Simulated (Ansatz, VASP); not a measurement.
## Sr: VASP beside Ansatz

```
Sr
1.0
     0.00000    3.02237    3.02237
     3.02237    0.00000    3.02237
     3.02237    3.02237    0.00000
Sr
1
Direct
  0.00000 0.00000 0.00000
```

Alike in both runs: functional PBE; k mesh 12 × 12 × 12; occupations fermi-dirac, width 0.15 eV; no spin polarisation.

Ansatz relaxed the structure, and its values are those at the end. VASP's run is a single point on that final structure, the one shown.

```csv
,VASP,Ansatz
version,VASP 6.6.1,Ansatz 0.2.0
potentials or method,"VASP PAW PBE potentials, release 64 (Sr_sv), cutoff 520 eV","scalar-relativistic, plane waves, PAW"
valence electrons in the cell,10,10
```

|  | VASP | Ansatz | Ansatz less VASP |
| --- | --- | --- | --- |
| gap on the k mesh at the Fermi level (eV) | none | none | - |
| pressure (GPa) | 0.0 | 0.0 | -0.01 |

A gap of «none» marks a metal or a gap that the smearing closes. The functional is the same, so the differences come from potentials, cutoffs and numerics.
